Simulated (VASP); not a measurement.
# BaCu3: single point with PBEsol

Crystal: BaCu3.

```
Ba Cu
1.0
     4.35731    0.00000    0.00000
     0.00000    4.35731    0.00000
     0.00000    0.00000    4.35731
Ba Cu
1 3
Direct
  0.00000 0.00000 0.00000
  0.00000 0.50000 0.50000
  0.50000 0.50000 0.00000
  0.50000 0.00000 0.50000
```

- Program: VASP 6.6.1
- Task: single point
- Functional: PBEsol
- Potentials or basis: VASP PAW PBE potentials, release 64 (Ba_sv, Cu)
- Cutoff: 520 eV
- k mesh: 8 × 8 × 8
- Occupations: gaussian, width 0.05 eV
- Spin: no spin polarisation

```yaml
Pressure: -0.3 GPa
```

Levels at points of the mesh, in eV from the Fermi level:
| k point | band 20 | band 21 | band 22 | band 23 | band 24 | band 25 |
| --- | --- | --- | --- | --- | --- | --- |
| (0.00, 0.00, 0.00) | -1.80 | 0.80 | 0.80 | 2.53 | 2.53 | 2.53 |
| (0.50, 0.00, 0.00) | -2.00 | -1.80 | 1.17 | 1.18 | 1.18 | 3.08 |
| (0.50, 0.50, 0.00) | -2.11 | -0.89 | -0.19 | -0.19 | 2.17 | 2.17 |
| (0.50, 0.50, 0.50) | -0.47 | -0.41 | -0.41 | -0.41 | 2.32 | 2.32 |

Wall time 39 s on 1 thread of Intel(R) Xeon(R) 6975P-C (Granite Rapids), with other jobs on the host, peak memory 0.22 GiB.

Caveat: the PAW data sets were made with another functional, which shifts forces and pressure a little; spin-orbit coupling is left out, which moves the levels of the heavy elements.
